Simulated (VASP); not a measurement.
A run of VASP 6.6.1:

The input POSCAR:

```
SmO2
1.0
    3.6836883264      0.0000000000      0.0000000000
   -1.8418441632      3.1901676703      0.0000000000
    0.0000000000      0.0000000000      4.2463979322
Sm O
1 2
Direct
    0.0000000000      0.0000000000      0.0000000000
    0.6666666667      0.3333333333      0.2285830484
    0.3333333333      0.6666666667      0.7714169516
```

The input INCAR.step1:

```
ALGO = Normal
EDIFF = 1E-6
ENCUT = 520
GGA = PE
GGA_COMPAT = F
ISIF = 2
ISMEAR = 0
LASPH = T
LCHARG = T
LMAXMIX = 6
LORBIT = 11
LREAL = F
LWAVE = F
NBANDS = 18
NEDOS = 2001
NELM = 200
PREC = Accurate
SIGMA = 0.1
```

File KPOINTS.step1:

```
k-points
0
Gamma
  12 12 12
```

INCAR.step2

```
ALGO = Normal
EDIFF = 1E-6
ENCUT = 520
GGA = PE
GGA_COMPAT = F
ICHARG = 11
ISIF = 2
ISMEAR = -5
LASPH = T
LCHARG = F
LMAXMIX = 6
LORBIT = 11
LREAL = F
LWAVE = F
NEDOS = 1001
NELM = 200
PREC = Accurate
SIGMA = 0.1
```

The input KPOINTS.step2:

```
k-points
0
Gamma
  18 18 18
```

Potentials or basis: VASP PAW PBE potentials, release 64 (Sm_3, O), 4f in core.

Command:

```console
$ cat potpaw_PBE.64/Sm_3/POTCAR potpaw_PBE.64/O/POTCAR > POTCAR
$ cp INCAR.step1 INCAR
$ cp KPOINTS.step1 KPOINTS
$ mpirun -np 1 vasp_std > vasp.out
$ cp INCAR.step2 INCAR
$ cp KPOINTS.step2 KPOINTS
$ mpirun -np 1 vasp_std > vasp.out
```

Hardware: 1 thread of AMD EPYC 9R45 (Zen 5) (shared host).

Question: How long does it take, and how much memory?

Answer: It took 2.7 min on 1 thread of AMD EPYC 9R45 (Zen 5) (shared host), peak memory 0.49 GiB. Counts: k points 586.
